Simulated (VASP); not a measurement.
Runs of VASP 6.6.1 on PbS (Galena). The structure is that of space group Fm-3m (No. 225), or close to it. The cells are those of the table. 

```tsv
cell	gap on the mesh (eV)	pressure (GPa)
a = 4.109 Å, angles 60.0°, 2 atoms	-	0.8
a = 4.194 Å, angles 60.0°, 2 atoms	0.21	(c)
a = 4.249 Å, angles 60.0°, 2 atoms	(a)	-4.5
a = 4.166 Å, angles 60.0°, 2 atoms	0.13	-1.4
a = 4.276 Å, angles 60.0°, 2 atoms	(b)	-5.3
a = 4.222 Å, angles 60.0°, 2 atoms	0.28	-3.6
```

Alike in all rows: task single point; level LDA; potentials or basis VASP PAW LDA potentials, release 64 (Pb_d, S); no spin polarisation; k mesh 6 × 6 × 6; cutoff (eV) 500; smearing gaussian 0.01 eV.

Problem. Estimate the missing entries.

Solution. (a) 0.34; (b) 0.40; (c) -2.6.

Caveats: spin-orbit coupling is left out, which moves the levels of the heavy elements.

A k mesh can miss the band edges, and the runs leave out spin-orbit coupling on Pb.
